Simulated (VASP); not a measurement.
Runs of VASP 6.6.1 on ZnO. The structure is that of space group P6_3mc (No. 186), or close to it. The cells are those of the table. 

| cell | gap on the mesh (eV) | pressure (GPa) | largest force (eV/Å) |
| --- | --- | --- | --- |
| a = 3.106, b = 3.106, c = 5.628 Å, angles 90.0, 90.0, 120.0°, 4 atoms | (b) | 4.8 | 0.77 |
| a = 3.235, b = 3.235, c = 5.003 Å, angles 90.0, 90.0, 120.0°, 4 atoms | 1.35 | 8.2 | 0.56 |
| a = 3.106, b = 3.106, c = 5.211 Å, angles 90.0, 90.0, 120.0°, 4 atoms | (a) | 16.8 | 0.53 |
| a = 3.106, b = 3.106, c = 5.420 Å, angles 90.0, 90.0, 120.0°, 4 atoms | 1.12 | 9.8 | 0.78 |
| a = 3.235, b = 3.235, c = 5.420 Å, angles 90.0, 90.0, 120.0°, 4 atoms | 1.11 | -4.1 | 0.25 |

Alike in all rows: task single point; level r2SCAN; potentials or basis VASP PAW PBE potentials, release 64 (Zn, O); no spin polarisation; k mesh 12 × 12 × 6; cutoff (eV) 520; smearing gaussian 0.05 eV.

Problem. Estimate the missing entries.

Solution. (a) 1.28; (b) 0.96.

Caveats: the PAW data sets were made with another functional, which shifts forces and pressure a little; the cell stands under pressure (at least some runs); the cell stands under tension (at least some runs).

